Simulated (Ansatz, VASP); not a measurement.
**Sn in VASP and in Ansatz**

```xyz
2
Lattice="0.0000 3.2711 3.2711 3.2711 0.0000 3.2711 3.2711 3.2711 0.0000" Properties=species:S:1:pos:R:3 pbc="T T T"
Sn   -0.7196   -0.9159   -0.9159
Sn    0.7196    0.9159    0.9159
```

Change from the starting cell: shortest bond scaled by 0.88, PAW files.

Alike in both runs: task electric field gradients; functional PBEsol; k mesh 8 × 8 × 8; occupations fermi-dirac, width 0.05 eV; no spin polarisation.

|  | VASP | Ansatz |
| --- | --- | --- |
| version | VASP 6.6.1 | Ansatz 0.2.0 |
| potentials or method | VASP PAW PBE potentials, release 64 (Sn_d) | PAW with Ansatz's default frozen-core files, scalar-relativistic |
| plane-wave cutoff (eV) | 520 | 420 |
| valence electrons in the cell | 28 | 28 |

```tsv
	VASP	Ansatz	Ansatz less VASP
pressure (GPa)	2.6	2.7	+0.06
traceless stress, the component that is largest in VASP (GPa)	-5.73	-5.73	-0.004
rms of the force components (eV/Å)	2.279	2.277	-0.0017
size of Vzz on the site where it differs most (V/Å²)	122.4	106.3	-16.10
```

VASP's potentials were made for PBE, not for PBEsol. Atom by atom the forces differ by 0.002 eV/Å (rms over components).
